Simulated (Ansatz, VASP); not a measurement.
# As in VASP and in Ansatz

```
As
1.0
     1.89139    1.09200    3.36117
    -1.89139    1.09200    3.36117
     0.00000   -2.18399    3.36117
As
2
Direct
  0.23024 0.23024 0.23024
  0.76976 0.76976 0.76976
```

Alike in both runs: functional PBEsol; k mesh 12 × 12 × 12; occupations gaussian, width 0.05 eV; no spin polarisation.

Ansatz relaxed the structure, and its values are those at the end. VASP's run is a single point on that final structure, the one shown.

|  | VASP | Ansatz |
| --- | --- | --- |
| version | VASP 6.6.1 | Ansatz 0.2.0 |
| potentials or method | VASP PAW PBE potentials, release 64 (As_d), cutoff 510 eV | scalar-relativistic, plane waves, PAW |
| valence electrons in the cell | 30 | 30 |

```tsv
	VASP	Ansatz	Ansatz less VASP
gap on the k mesh at the Fermi level (eV)	none	none	-
pressure (GPa)	0.3	0.0	-0.28
rms of the force components (eV/Å)	0.004	0.000	-0.0037
```

VASP's potentials were made for PBE, not for PBEsol. A gap of «none» marks a metal or a gap that the smearing closes. The functional is the same, so the differences come from potentials, cutoffs and numerics.
